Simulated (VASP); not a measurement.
Wanted: the native input for a VASP 6.6.1 run.

```
Task                   : relaxation of cell and atoms
Functional             : BLYP
Dispersion             : D4
Potentials or basis    : VASP PAW PBE potentials, release 64 (Cl, Li_sv)
Cutoff                 : 600 eV
k mesh                 : 9 × 9 × 9
Occupations            : fermi-dirac, width 0.05 eV
Spin                   : no spin polarisation
Dipole correction      : no
Further INCAR settings : ALGO = Normal; EDIFF = 1e-06; IBRION = 2; EDIFFG = -0.02; NSW = 80; ISIF = 3
```

The structure of LiCl lies in POSCAR:

```
LiCl
1.0
    0.0000000000      2.5647700000      2.5647700000
    2.5647700000      0.0000000000      2.5647700000
    2.5647700000      2.5647700000      0.0000000000
Cl Li
1 1
Direct
    0.5000000000      0.5000000000      0.5000000000
    0.0000000000      0.0000000000      0.0000000000
```

The input as run:

INCAR

```
SYSTEM = LiCl
  PREC = Accurate
  ENCUT = 600
  EDIFF = 1E-6
  ISMEAR = -1
  SIGMA = 0.05
  LREAL = .FALSE.
  LASPH = .TRUE.
  NELM = 80
  ALGO = Normal
  ISIF = 3
  LWAVE = .FALSE.
  LCHARG = .FALSE.
  GGA = B5
  ALDAX = 1.0
  AGGAX = 1.0
  AGGAC = 1.0
  ALDAC = 0.0
  IVDW = 13
  VDW_S6 = 1.0
  VDW_S8 = 2.34076671
  VDW_A1 = 0.44488865
  VDW_A2 = 4.0933009
  IBRION = 2
  NSW = 80
  EDIFFG = -0.02
```

KPOINTS

```
Automatic mesh
0
G
  9 9 9
  0 0 0
```

Potentials or basis: VASP PAW PBE potentials, release 64 (Cl, Li_sv).

Launch:

```sh
$ cat potpaw_PBE.64/Cl/POTCAR potpaw_PBE.64/Li_sv/POTCAR > POTCAR
$ mpirun -np 1 vasp_std > vasp.out
```

Results of the run:

```json
{"Relaxed volume": "16.57 Å³/atom", "Relaxed cell": "a = 3.605 Å, b = 3.605 Å, c = 3.605 Å, α = 60.00°, β = 60.00°, γ = 60.00°", "Space group after relaxing (to 0.05 Å)": "Fm-3m (No. 225)", "Energy gained by relaxing": "0.6 meV/atom", "Ionic steps": "3", "Pressure after relaxing": "0.0 GPa", "Band gap on the k mesh": "6.61 eV, direct", "Dispersion energy per atom": "-0.233 eV"}
```

Caveat: the cutoff is under 1.25 times the usual one of these potentials, so pressure, stress and relaxed cells hold a basis-set (Pulay) error; the PAW data sets were made with another functional, which shifts forces and pressure a little.

Run time: 30 s on 1 thread of Intel(R) Xeon(R) Platinum 8375C CPU @ 2.90GHz (Ice Lake) (shared host), peak memory 0.16 GiB.
